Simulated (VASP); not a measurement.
A run of VASP 6.6.1 is set up as follows.

The input INCAR:

```
SYSTEM = SnO
ALGO = Normal ; EDIFF = 1E-6
ENCUT = 600 ; GGA = PE
GGA_COMPAT = .False. ; ISIF = 2
ISMEAR = -1 ; LASPH = .True.
LCHARG = .False. ; LREAL = .False.
LWAVE = .False. ; NBANDS = 17
NELM = 120 ; PREC = Accurate
SIGMA = 0.02
```

The input KPOINTS:

```
k-points
0
Gamma
  6 6 6
  0 0 0
```

Contents of POSCAR:

```
SnO
1.0
    0.0000000000      2.7082147176      2.7082147176
    2.7082147176      0.0000000000      2.7082147176
    2.7082147176      2.7082147176      0.0000000000
Sn O
1 1
Direct
    0.0000000000      0.0000000000      0.0000000000
    0.2500000000      0.2500000000      0.2500000000
```

Potentials or basis: VASP PAW PBE potentials, release 64 (Sn_d, O).

Run with:

```sh
$ cat potpaw_PBE.64/Sn_d/POTCAR potpaw_PBE.64/O/POTCAR > POTCAR
$ mpirun -np 1 vasp_std > vasp.out
```

Q: What does it give for the band gap on the k mesh?

A: Zero (band 10 reaches 6.13 eV, above the bottom of band 11 at 5.99 eV).

Q: What does it give for the pressure?

A: 2.4 GPa.

Caveat: spin-orbit coupling is left out, which moves the levels of the heavy elements.
